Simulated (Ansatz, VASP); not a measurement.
Two plane-wave programs on Zn2C

Contents of POSCAR:

```
Zn2C
1.0
    0.0000000000      2.5779490376      2.5779490376
    2.5779490376      0.0000000000      2.5779490376
    2.5779490376      2.5779490376      0.0000000000
C Zn
1 2
Direct
    0.0000000000      0.0000000000      0.0000000000
    0.2500000000      0.2500000000      0.2500000000
    0.7500000000      0.7500000000      0.7500000000
```

File INCAR.step1:

```
SYSTEM = Zn2C
PREC = Accurate ; ENCUT = 520
EDIFF = 1E-5 ; ISMEAR = -1
SIGMA = 0.02 ; LREAL = .FALSE.
LASPH = .TRUE. ; NELM = 80
ALGO = Normal ; ISIF = 2
LWAVE = .TRUE. ; LCHARG = .FALSE.
NBANDS = 21 ; GGA = PE
```

File INCAR.step2:

```
SYSTEM = Zn2C
PREC = Accurate ; ENCUT = 520
EDIFF = 1E-6 ; ISMEAR = -1
SIGMA = 0.02 ; LREAL = .FALSE.
LASPH = .TRUE. ; NELM = 80
ALGO = Normal ; ISIF = 2
LWAVE = .FALSE. ; LCHARG = .FALSE.
GGA = PE ; LHFCALC = .TRUE.
HFSCREEN = 0.2079 ; PRECFOCK = Normal
NBANDS = 21 ; ISTART = 1
```

The input KPOINTS:

```
Automatic mesh
0
G
  4 4 4
  0 0 0
```

Input for Ansatz:

```yaml
crystal:
  lattice:
    - [0.0, 2.5779490376, 2.5779490376]
    - [2.5779490376, 0.0, 2.5779490376]
    - [2.5779490376, 2.5779490376, 0.0]
  atoms:
    - { symbol: C, position: [0.0, 0.0, 0.0] }
    - { symbol: Zn, position: [0.25, 0.25, 0.25] }
    - { symbol: Zn, position: [0.75, 0.75, 0.75] }
kpoints:
  mp_grid: { grid: [4, 4, 4] }
hamiltonian:
  xc: hse06
scf:
  occupations: { method: fermi_dirac, width: 0.02 }
  n_extra_bands: 4
output:
  forces: true
  stress: true
  eigenvalues: true
```

Alike in both runs: task single point; functional HSE06; k mesh 4 × 4 × 4; occupations fermi-dirac, width 0.02 eV; no spin polarisation.

```csv
,VASP,Ansatz
version,VASP 6.6.1,Ansatz 0.2.0
potentials or method,"VASP PAW PBE potentials, release 64 (C, Zn)","plane waves, PAW"
plane-wave cutoff (eV),520,420
valence electrons in the cell,28,28
```

```csv
,VASP,Ansatz,Ansatz less VASP
gap on the k mesh at the Fermi level (eV),0.82,0.81,-0.009
pressure (GPa),1.6,1.0,-0.53
```

Ansatz's warnings: stress exchange threshold loose, stress scf threshold loose.

The k mesh is coarse, so the values compare programs but aren't converged.
